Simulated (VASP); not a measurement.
Input of a VASP 6.6.1 run:

POSCAR

```
MoS2
1.0
    3.4058326072      0.0000000000      0.0000000000
   -1.7029163036      2.9495375588      0.0000000000
    0.0000000000      0.0000000000      5.6295550117
Mo S
1 2
Direct
    0.0000000000      0.0000000000      0.5000000000
    0.3333333333      0.6666666667      0.2533961981
    0.6666666667      0.3333333333      0.7466038019
```

Contents of INCAR.step1:

```
SYSTEM = MoS2
PREC = Accurate
ENCUT = 520
ISMEAR = 0
SIGMA = 0.15
LREAL = .False.
LASPH = .True.
NELM = 60
NBANDS = 20
GGA = PE
ALGO = Normal
EDIFF = 1E-4
LWAVE = .True.
LCHARG = .False.
```

The input INCAR.step2:

```
SYSTEM = MoS2
PREC = Accurate
ENCUT = 520
EDIFF = 1E-6
ISMEAR = 0
SIGMA = 0.15
LREAL = .False.
LASPH = .True.
NELM = 60
ALGO = Normal
ISIF = 2
LWAVE = .False.
LCHARG = .False.
METAGGA = R2SCAN
LMIXTAU = .True.
NBANDS = 20
ISTART = 1
```

File KPOINTS:

```
regular mesh
0
Gamma
  18 18 8
  0 0 0
```

Potentials or basis: VASP PAW PBE potentials, release 64 (Mo_sv, S).

Launch:

```console
$ cat potpaw_PBE.64/Mo_sv/POTCAR potpaw_PBE.64/S/POTCAR > POTCAR
$ cp INCAR.step1 INCAR
$ mpirun -np 1 vasp_std > vasp.out
$ cp INCAR.step2 INCAR
$ mpirun -np 1 vasp_std > vasp.out
```

**Question.** Estimate the band gap on the k mesh.

**Answer.** Zero (bands 13 and 14 overlap by 1.04 eV).

**Question.** What does it give for the pressure?

**Answer.** 0.6 GPa.

**Question.** What does it give for the largest force?

**Answer.** 1.006 eV/Å.

Forces in eV/Å, atoms in the order of the input:
```
Mo   0.000  0.000  0.000
S    0.000  0.000 -1.006
S    0.000  0.000  1.006
```

Caveat: the PAW data sets were made with another functional, which shifts forces and pressure a little.
